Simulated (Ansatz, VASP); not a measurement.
Co in VASP and in Ansatz

```
CELL_PARAMETERS angstrom
0.00000 2.39693 2.39693
2.39693 0.00000 2.39693
2.39693 2.39693 0.00000
ATOMIC_POSITIONS crystal
Co 0.12500 0.12500 0.12500
Co 0.87500 0.87500 0.87500
```

Alike in both runs: functional LDA; k mesh 11 × 11 × 11; occupations fermi-dirac, width 0.1 eV; no spin polarisation.

Ansatz relaxed the structure, and its values are those at the end. VASP's run is a single point on that final structure, the one shown.

|  | VASP | Ansatz |
| --- | --- | --- |
| version | VASP 6.6.1 | Ansatz 0.2.0 |
| potentials or method | VASP PAW LDA potentials, release 64 (Co_sv), cutoff 600 eV | plane waves (420 eV) with PAW, scalar-relativistic |
| valence electrons in the cell | 34 | 34 |

|  | VASP | Ansatz | Ansatz less VASP |
| --- | --- | --- | --- |
| pressure (GPa) | -2.7 | 0.0 | +2.74 |

Ansatz warns that its potentials were made for another functional, while VASP's fit it. LDA's correlation is that of Perdew and Zunger in VASP and of Perdew and Wang (1992) in Ansatz.
